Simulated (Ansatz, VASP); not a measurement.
ZnGeP2 in VASP and in Ansatz

```
Zn Ge P
1.0
    -2.64164    2.64164    5.50402
     2.64164   -2.64164    5.50402
     2.64164    2.64164   -5.50402
Zn Ge P
2 2 4
Direct
  0.75000 0.25000 0.50000
  0.00000 0.00000 0.00000
  0.25000 0.75000 0.50000
  0.50000 0.50000 0.00000
  0.12688 0.62500 0.00188
  0.87500 0.87312 0.49812
  0.37500 0.37688 0.50188
  0.62312 0.12500 0.99812
```

Change from the starting cell: epitaxial_xy strain -3.0%.

Alike in both runs: task single point; functional PBE; k mesh 6 × 6 × 6; occupations fermi-dirac, width 0.02 eV; no spin polarisation.

```csv
,VASP,Ansatz
version,VASP 6.6.1,Ansatz 0.2.0
potentials or method,"VASP PAW PBE potentials, release 64 (Zn, Ge_d, P)","plane waves, PAW"
plane-wave cutoff (eV),500,420
valence electrons in the cell,72,72
```

|  | VASP | Ansatz | Ansatz less VASP |
| --- | --- | --- | --- |
| gap on the k mesh at the Fermi level (eV) | 1.14 | 1.13 | -0.003 |
| pressure (GPa) | 5.6 | 5.6 | +0.02 |
| traceless stress, the component that is largest in VASP (GPa) | -2.83 | -2.83 | +0.004 |
| rms of the force components (eV/Å) | 0.024 | 0.038 | +0.0141 |

Atom by atom the forces differ by 0.014 eV/Å (rms over components). With one functional, cell and mesh, what is left measures potentials, basis and numerics.
